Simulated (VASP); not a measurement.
# I (Fd-3m) in VASP: a series of runs, part 2 of 2

VASP 6.6.1. Earlier steps stand in the parts before.

## Step 6: Relaxation of cell and atoms, PBE

This run uses another cell than the first one, of 42.69 Å³/atom.

INCAR reads:

```
  PREC = Accurate
  ENCUT = 500
  EDIFF = 1E-7
  ISMEAR = -1
  SIGMA = 0.02
  LREAL = F
  LASPH = T
  NELM = 120
  ALGO = Normal
  ISIF = 3
  LWAVE = F
  LCHARG = F
  GGA = PE
  IBRION = 2
  NSW = 80
  EDIFFG = -0.03
  GGA_COMPAT = F
  NELMIN = 4
```

KPOINTS reads:

```
regular mesh
0
Gamma
  6 6 6
```

POSCAR reads:

```
I
1.0
    0.0000000000      3.4950000000      3.4950000000
    3.4950000000      0.0000000000      3.4950000000
    3.4950000000      3.4950000000      0.0000000000
I
2
Direct
    1.0000000000      1.0000000000      1.0000000000
    0.2500000000      0.2500000000      0.2500000000
```

Potentials or basis: VASP PAW PBE potentials, release 64 (I).

Launch:

```bash
> cat potpaw_PBE.64/I/POTCAR > POTCAR
> mpirun -np 1 vasp_std > vasp.out
```

OUTCAR:

```text
PREC = Accurate
   ENCUT = 500
   EDIFF = 1E-7
   ISMEAR = -1
   LREAL = F
   LASPH = T
   NELM = 120
   ISIF = 3
   GGA = PE
   IBRION = 2
   NSW = 80
   EDIFFG = -0.03
   NELMIN = 4

 ion  position               nearest neighbor table
   1  0.000  0.000  0.000-   2 3.03   2 3.03   2 3.03   2 3.03
   2  0.250  0.250  0.250-   1 3.03   1 3.03   1 3.03   1 3.03

  LATTYP: Found a face centered cubic cell.
 ALAT       =     6.9900000000

  Lattice vectors:

 A1 = (   0.0000000000,   3.4950000000,   3.4950000000)
 A2 = (   3.4950000000,   0.0000000000,   3.4950000000)
 A3 = (   3.4950000000,   3.4950000000,   0.0000000000)

Analysis of symmetry for initial positions (statically):
=====================================================================
 Subroutine PRICEL returns:
 Original cell was already a primitive cell.

 Routine SETGRP: Setting up the symmetry group for a
 face centered cubic supercell.

 Subroutine GETGRP returns: Found 48 space group operations
 (whereof 24 operations were pure point group operations)
 out of a pool of 48 trial point group operations.

The static configuration has the point symmetry T_d .
 The point group associated with its full space group is O_h .

Analysis of symmetry for dynamics (positions and initial velocities):
=====================================================================
 Subroutine PRICEL returns:
 Original cell was already a primitive cell.

 Routine SETGRP: Setting up the symmetry group for a
 face centered cubic supercell.

 Subroutine GETGRP returns: Found 48 space group operations
 (whereof 24 operations were pure point group operations)
 out of a pool of 48 trial point group operations.

The dynamic configuration has the point symmetry T_d .
 The point group associated with its full space group is O_h .
[... 96 lines left out ...]
   ISIF   =      3    stress and relaxation
   ISYM   =      2    0-nonsym 1-usesym 2-fastsym
   POTIM  = 0.5000    time-step for ionic-motion
   TEBEG  =    0.0;   TEEND  =   0.0 temperature during run
   PSTRESS=    0.0 pullay stress
   NELECT =      14.0000    total number of electrons
   NUPDOWN=      -1.0000    fix difference up-down
   EMIN   =  10.00;   EMAX   =-10.00  energy-range for DOS
   EFERMI =   0.00;   METHOD = LEGACY
   ISMEAR =    -1;   SIGMA  =   0.02  broadening in eV -4-tet -1-fermi 0-gaus
   EFERMI_NEDOS =   21; number of points for ismear=-14 and -15
   IALGO  =     38    algorithm
   IMIX   =      4    mixing-type and parameters
     AMIX     =   0.40;   BMIX     =  1.00
     AMIX_MAG =   1.60;   BMIX_MAG =  1.00
  volume/ion in A,a.u.               =      42.69       288.10
  Fermi-wavevector in a.u.,A,eV,Ry     =   0.896039  1.693269 10.923930  0.802886
  Thomas-Fermi vector in A             =   2.018447
   LORBIT       =      0    0 simple, 1 ext, 2 COOP (PROOUT), +10 PAW based schemes
   GGA     = PE    functional components
   LHFCALC =     F    Hartree Fock is set to
   AEXX    =    0.0000 exact exchange contribution
   IVDW    =     0    specifies the selected vdW correction
   LEPSILON=     F    determine dielectric tensor
   LRPA    =     F    only Hartree local field effects (RPA)
 conjugate gradient relaxation of ions
 non-spin polarized calculation
  energy-cutoff  :      500.00
  volume of cell :       85.38
 maximum number of plane-waves:      2200
   NGX = 17   NGY = 17   NGZ = 17

--------------------------------------- Ionic step        1  -------------------------------------------

 number of electron      13.9999998 magnetization

 Free energy of the ion-electron system (eV)
  ---------------------------------------------------
  ext. energy  EPLUGINS =         0.00000000
  ---------------------------------------------------
  free energy    TOTEN  =        -1.23901407 eV

  energy without entropy =       -1.23315807  energy(sigma->0) =       -1.23608607

------------------------ aborting loop because EDIFF is reached ----------------------------------------

  FORCE on cell =-STRESS in cart. coord.  units (eV):
  Direction    XX          YY          ZZ          XY          YZ          ZX
  --------------------------------------------------------------------------------------
  -------------------------------------------------------------------------------------
  Total        4.7667450      4.7667450      4.7667450      0.0000000      0.0000000     -0.0000000
  in kB       89.4460085     89.4460085     89.4460085      0.0000000      0.0000000     -0.0000000
  external PRESSURE =      89.4460085 kB  Pullay stress =       0.0000000 kB
[... 59 lines left out ...]
--------------------------------------- Ionic step        3  -------------------------------------------

 number of electron      14.0000005 magnetization

 Free energy of the ion-electron system (eV)
  ---------------------------------------------------
  ext. energy  EPLUGINS =         0.00000000
  ---------------------------------------------------
  free energy    TOTEN  =        -1.94258121 eV

  energy without entropy =       -1.93455300  energy(sigma->0) =       -1.93856711

 E-fermi :   0.3241     XC(G=0):  -6.4084

 val. band max:        0.3104157284   @ k =  -0.3333   0.3333   0.0000
 cond. band min:       0.3514239705   @ k =  -0.3333   0.1667   0.0000
 fundamental gap:      0.0410082421
 Fermi energy:         0.3240643319

 k-point     1 :       0.0000    0.0000    0.0000
  band No.  band energies     occupation
      1     -12.5587      2.00000
      2     -10.7341      2.00000
      3      -2.2298      2.00000
      4      -2.2298      2.00000
      5      -2.2298      2.00000
      6      -0.5280      2.00000
      7      -0.5280      2.00000
      8      -0.5280      2.00000
      9       4.7493      0.00000
     10       7.2475      0.00000
     11       7.2475      0.00000
[... 237 lines left out ...]
  FREE ENERGIE OF THE ION-ELECTRON SYSTEM (eV)
  ---------------------------------------------------
  free  energy   TOTEN  =        -1.9425812097 eV

  energy  without entropy=       -1.9345530009  energy(sigma->0) =       -1.93856711

 reached required accuracy - stopping structural energy minimisation
```

It took 23 s on 1 thread of Intel Xeon 6975P-C (Granite Rapids), shared host; peak memory 0.2 GiB.

What came out:

| Item | Value |
| --- | --- |
| Free energy | -1.9426 eV |
| Relaxed volume | 60.49 Å³/atom |
| Relaxed cell | a = 5.551 Å, b = 5.551 Å, c = 5.551 Å, α = 60.00°, β = 60.00°, γ = 60.00° |
| Space group after relaxing (to 0.1 Å) | Fd-3m (No. 227) |
| Energy gained by relaxing | 351.8 meV/atom |
| Ionic steps | 3 |
| Pressure after relaxing | -0.1 GPa |
| Band gap on the k mesh | zero (bands 7 and 8 overlap by 1.17 eV) |

The path:
| step | energy change (eV) | largest force (eV/Å) | pressure (GPa) | volume (Å³) |
| --- | --- | --- | --- | --- |
| 1 | 0.0000 | 0.0000 | 8.94 | 85.38 |
| 2 | -0.7026 | 0.0000 | 0.19 | 118.35 |
| 3 | -0.7036 | 0.0000 | -0.07 | 120.98 |

Final structure:
```xyz
2
Lattice="0.0000 3.9255 3.9255 3.9255 0.0000 3.9255 3.9255 3.9255 0.0000" Properties=species:S:1:pos:R:3 pbc="T T T"
I     0.0000    0.0000    0.0000
I     1.9627    1.9627    1.9627
```

Caveat: the volume moved by over 15 % at a fixed basis, so the end points are rough; spin-orbit coupling is left out, which moves the levels of the heavy elements.

## Step 7: Summary

| task | cell | gap on the mesh (eV) | pressure (GPa) |
| --- | --- | --- | --- |
| single point | a = 4.664 Å, angles 60.0°, 2 atoms | none | 19.9 |
| single point | a = 4.909 Å, angles 60.0°, 2 atoms | none | 9.9 |
| single point | a = 5.111 Å, angles 60.0°, 2 atoms | none | 5.0 |
| single point | a = 5.544 Å, angles 60.0°, 2 atoms | none | 0.0 |
| relaxation of cell and atoms | relaxed from a = 4.943 Å, angles 60.0°, 2 atoms | none | -0.1 |

Alike in all rows: level PBE; potentials or basis VASP PAW PBE potentials, release 64 (I); no spin polarisation; k mesh 6 × 6 × 6; cutoff (eV) 500; smearing fermi-dirac 0.02 eV.

Caveats: spin-orbit coupling is left out, which moves the levels of the heavy elements; the cell stands under pressure (at least some runs); the volume moved by over 15 % at a fixed basis, so the end points are rough (at least some runs).

Absolute energies hang on the potentials; compare differences alone.
